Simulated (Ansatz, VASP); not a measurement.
**One calculation of Ag, two programs**

File INCAR:

```
SYSTEM = Ag
ALGO = Fast
EDIFF = 1E-6
ENCUT = 520
GGA = PE
ISIF = 2
ISMEAR = 0
LASPH = .TRUE.
LCHARG = .FALSE.
LREAL = .FALSE.
LWAVE = .FALSE.
NBANDS = 12
NELM = 80
PREC = Accurate
SIGMA = 0.15
```

KPOINTS

```
k-points
0
G
  22 22 22
  0 0 0
```

POSCAR

```
Ag
1.0
    0.0000000000      2.2934176608      1.6214462862
    2.2934176608      0.0000000000      1.6214462862
    2.2934176608      2.2934176608      0.0000000000
Ag
1
Direct
    0.0000000000      0.0000000000      0.0000000000
```

Input for Ansatz:

```yaml
crystal:
  lattice:
    - [0.0, 2.2934176608, 1.6214462862]
    - [2.2934176608, 0.0, 1.6214462862]
    - [2.2934176608, 2.2934176608, 0.0]
  atoms:
    - { symbol: Ag, position: [0.0, 0.0, 0.0] }
basis:
  ecutwfc: 420
kpoints:
  mp_grid: { grid: [22, 22, 22] }
hamiltonian:
  xc: pbe
scf:
  occupations: { method: gaussian, width: 0.15 }
output:
  forces: true
  stress: true
  eigenvalues: true
```

Alike in both runs: task single point; functional PBE; k mesh 22 × 22 × 22; occupations gaussian, width 0.15 eV; no spin polarisation.

|  | VASP | Ansatz |
| --- | --- | --- |
| version | VASP 6.6.1 | Ansatz 0.2.0 |
| potentials or method | VASP PAW PBE potentials, release 64 (Ag), cutoff 520 eV | scalar-relativistic, plane waves, PAW |
| valence electrons in the cell | 11 | 19 |

VASP gave:

| Item | Value |
| --- | --- |
| gap on the k mesh at the Fermi level (eV) | none |
| pressure (GPa) | 5.4 |

Which values does Ansatz return?

gap on the k mesh at the Fermi level (eV): none; pressure (GPa): 5.5.

A gap of «none» marks a metal or a gap that the smearing closes. VASP's potentials hold 11 valence electrons a cell and Ansatz's 19, so a difference there can come from the potentials and not from the codes.
